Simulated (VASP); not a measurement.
A run of VASP 6.6.1 is set up as follows.

File INCAR:

```
PREC = Accurate
ENCUT = 520
EDIFF = 1E-6
ISMEAR = 0
SIGMA = 0.1
LREAL = F
LASPH = T
NELM = 60
ALGO = Normal
ISIF = 2
LWAVE = F
LCHARG = F
GGA = PE
NBANDS = 8
```

Contents of KPOINTS:

```
Automatic mesh
0
Gamma
  8 8 6
```

File POSCAR:

```
Si
1.0
    2.5771460152      0.0000000000      0.0000000000
    0.0000000000      2.5771460152      0.0000000000
    0.0000000000      0.0000000000      2.4351372202
Si
1
Direct
    0.5000000000      0.5000000000      0.0000000000
```

Potentials or basis: VASP PAW PBE potentials, release 64 (Si).

Command:

```bash
$ cat potpaw_PBE.64/Si/POTCAR > POTCAR
$ mpirun -np 1 vasp_std > vasp.out
```

(1) What does it give for the pressure?

(2) Predict the band gap on the k mesh.

## Answers

(1) 0.1 GPa.

(2) zero (bands 2 and 3 overlap by 10.02 eV).

Caveat: the k points lie up to 0.43 Å⁻¹ apart, too coarse for converged energies and pressures of a metal.
